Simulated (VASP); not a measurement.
Runs of VASP 6.6.1 on Ni. The structure is cubic, space group Fm-3m (No. 225). Conventional cell: a = 3.521 Å, b = 3.521 Å, c = 3.521 Å, α = 90.00°, β = 90.00°, γ = 90.00°. Ni (site symmetry m-3m) has 12 Ni at 2.49 Å within 3.3 Å. 

```csv
spin,fixed moment (μB),pressure (GPa),moment (μB)
"collinear, ferromagnetic start",-,-6.2,0.74
"collinear, zero start",0.0,(a),0.00
"collinear, ferromagnetic start",2.11,(b),2.11
"collinear, ferromagnetic start",0.26,-8.5,0.26
"collinear, ferromagnetic start",1.85,14.4,1.85
"collinear, ferromagnetic start",1.58,7.1,1.58
"collinear, ferromagnetic start",0.53,-8.0,0.53
"collinear, ferromagnetic start",1.32,1.5,1.32
"collinear, ferromagnetic start",1.06,-2.9,1.06
"collinear, ferromagnetic start",0.79,-6.2,0.79
```

Alike in all rows: task single point; level r2SCAN; potentials or basis VASP PAW PBE potentials, release 64 (Ni); cell as given; k mesh 14 × 14 × 14; cutoff (eV) 520; smearing fermi-dirac 0.1 eV.

Task: Fill in the values left out.

Result: (a) -8.9; (b) 24.4.

Caveats: the PAW data sets were made with another functional, which shifts forces and pressure a little; the total moment is fixed, so each spin has its own Fermi level and the state may be an excited one (at least some runs); the cell stands under tension (at least some runs); the cell stands under pressure (at least some runs); the total moment is fixed, so each spin has its own Fermi level (at least some runs).
